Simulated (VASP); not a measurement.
Here is a VASP 6.6.1 calculation.

File POSCAR:

```
ZnSn2N2
1.0
    3.3523260000      0.0000000000      0.0000000000
    0.0000000000      3.3523260000      0.0000000000
    0.0000000000      0.0000000000      8.0642090000
Sn Zn N
2 1 2
Direct
    0.5000000000      0.5000000000      0.3058270000
    0.5000000000      0.5000000000      0.6941730000
    0.0000000000      0.0000000000      0.0000000000
    0.0000000000      0.5000000000      0.8541900000
    0.5000000000      0.0000000000      0.1458100000
```

Contents of INCAR.step1:

```
PREC     = Accurate       # precision mode
ENCUT    = 520            # plane-wave cutoff, eV
ISMEAR   = 0              # smearing method
SIGMA    = 0.05           # smearing width, eV
LREAL    = False          # projectors in reciprocal space
LASPH    = True           # aspherical terms in the spheres
NELM     = 60             # most SCF steps
NBANDS   = 33             # bands
GGA      = PE             # functional
ALGO     = Normal         # electronic algorithm
EDIFF    = 1E-4           # SCF threshold, eV
LWAVE    = True           # write WAVECAR
LCHARG   = False          # write CHGCAR
```

The input INCAR.step2:

```
PREC     = Accurate       # precision mode
ENCUT    = 520            # plane-wave cutoff, eV
EDIFF    = 1E-7           # SCF threshold, eV
ISMEAR   = 0              # smearing method
SIGMA    = 0.05           # smearing width, eV
LREAL    = False          # projectors in reciprocal space
LASPH    = True           # aspherical terms in the spheres
NELM     = 60             # most SCF steps
ALGO     = Normal         # electronic algorithm
ISIF     = 2              # what is computed and relaxed
LWAVE    = False          # write WAVECAR
LCHARG   = False          # write CHGCAR
METAGGA  = R2SCAN         # meta-GGA
LMIXTAU  = True         
NBANDS   = 33             # bands
ISTART   = 1
```

File KPOINTS:

```
Automatic mesh
0
Gamma
  7 7 3
```

Potentials or basis: VASP PAW PBE potentials, release 64 (Sn_d, Zn, N).

The run is started by

```sh
$ cat potpaw_PBE.64/Sn_d/POTCAR potpaw_PBE.64/Zn/POTCAR potpaw_PBE.64/N/POTCAR > POTCAR
$ cp INCAR.step1 INCAR
$ mpirun -np 1 vasp_std > vasp.out
$ cp INCAR.step2 INCAR
$ mpirun -np 1 vasp_std > vasp.out
```

Task: Predict the largest force.

Result: 0.333 eV/Å.

Task: Predict the pressure.

Result: -3.5 GPa.

Task: Predict the band gap on the k mesh.

Result: Zero (bands 25 and 26 overlap by 1.28 eV).

Stress tensor (GPa, compression positive):
```
-3.41  0.00  0.00
 0.00 -3.41  0.00
 0.00  0.00 -3.70
```

Caveat: the cell stands under tension; the PAW data sets were made with another functional, which shifts forces and pressure a little; spin-orbit coupling is left out, which moves the levels of the heavy elements.
